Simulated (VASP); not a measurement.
The system is WBr4Cl2.

```
W Br Cl
1.0
     4.16096   -5.89366    0.00000
     4.16096    5.89366    0.00000
     0.00000    0.00000    4.13813
W Br Cl
1 4 2
Cartesian
  0.0000 0.0000 0.0000
  6.3167 0.0000 2.0691
  2.0052 0.0000 2.0691
  4.1610 -3.0225 0.0000
  4.1610 3.0225 0.0000
  2.0805 -2.9468 2.0691
  2.0805 2.9468 2.0691
```

The cell was generated, and may not be a known phase.

- Program: VASP 6.6.1
- Task: relaxation of cell and atoms
- Functional: PBE
- Potentials or basis: VASP PAW PBE potentials, release 64 (W_sv, Br, Cl)
- Cutoff: 600 eV
- k mesh: 2 × 2 × 3
- Occupations: gaussian, width 0.15 eV
- Spin: no spin polarisation

At the start: pressure -4.4 GPa; volume 28.99 Å³/atom.

Q: Where does the relaxation end?

A: Over 17 steps the energy falls by 635.9 meV/atom and the volume is 35.65 Å³/atom (+22.9 %); space group Cmmm (No. 65, to 0.1 Å) before and after.

The path:
```
step  energy change (eV)  largest force (eV/Å)  pressure (GPa)  volume (Å³)
   1              0.0000                2.5765           -4.45       202.96
   2             -1.3915                2.3871            1.73       180.20
   3             -1.5349                1.9854            6.83       170.37
   4             -2.3880                1.2667            8.39       175.24
   5             -2.7310                2.0109           11.33       180.30
   6             -3.5946                1.2851            5.88       197.33
   7             -4.1658                0.3801            0.78       224.59
   8             -4.2198                0.3211           -0.46       235.05
   9             -4.2237                0.3544           -0.79       238.49
  10             -4.2610                0.2669           -0.61       238.89
  11             -4.3428                0.2966            0.02       239.91
  12             -4.3788                0.8013            1.63       241.17
  13             -4.3867                0.6622            1.15       240.94
  14             -4.4176                0.5115            0.75       243.49
  15             -4.4488                0.1220           -0.15       249.86
  16             -4.4489                0.1446           -0.11       249.51
  17             -4.4516                0.0784           -0.09       249.53
```

Final structure:
```yaml
crystal:
  lattice:
    - [5.00307, -7.10258, 0.00000]
    - [5.00307, 7.10258, 0.00000]
    - [0.00000, 0.00000, 3.51112]
  atoms:
    - { symbol: W, position: [0.00000, 0.00000, 0.00000] }
    - { symbol: Br, position: [0.81287, 0.81287, 0.50000] }
    - { symbol: Br, position: [0.18713, 0.18713, 0.50000] }
    - { symbol: Br, position: [0.83125, 0.16875, 0.00000] }
    - { symbol: Br, position: [0.16875, 0.83125, 0.00000] }
    - { symbol: Cl, position: [0.50000, 0.00000, 0.50000] }
    - { symbol: Cl, position: [0.00000, 0.50000, 0.50000] }
```

Caveat: the k points lie up to 0.60 Å⁻¹ apart in the final cell; the volume moved by over 15 % at a fixed basis, so the end points are rough; the relaxation stopped at a loose force limit of 0.08 eV/Å, so its end isn't a converged minimum.
